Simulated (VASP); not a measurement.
TaC35 (a cell with a defect), 36 atoms in the cell. The cell holds a defect, 36 atoms: a = 7.410 Å, b = 7.410 Å, c = 6.790 Å, α = 90.00°, β = 90.00°, γ = 120.00°. 

* Program: VASP 6.6.1
* Task: single point
* Functional: PBE
* Potentials or basis: VASP PAW PBE potentials, release 64 (Ta_pv, C)
* Cutoff: 520 eV
* k mesh: 3 × 3 × 3
* Occupations: fermi-dirac, width 0.01 eV
* Spin: no spin polarisation
* Dipole correction: no
* Charge: 1
* Further INCAR settings: LREAL = Auto; ALGO = Normal; EDIFF = 1e-06; NBANDS = 100; NELECT = 150.0

Potentials or basis: VASP PAW PBE potentials, release 64 (Ta_pv, C).

Launch:

```console
$ cat potpaw_PBE.64/Ta_pv/POTCAR potpaw_PBE.64/C/POTCAR > POTCAR
$ mpirun -np 1 vasp_std > vasp.out
```

Hardware: 1 thread of Intel(R) Xeon(R) Platinum 8375C CPU @ 2.90GHz (Ice Lake), with other jobs on the host.

**Question.** Estimate the wall time of this run.

**Answer.** Wall time 8.3 min on 1 thread of Intel(R) Xeon(R) Platinum 8375C CPU @ 2.90GHz (Ice Lake), on a shared host, peak memory 0.45 GiB. Counts: scf iterations 16, k points 7.
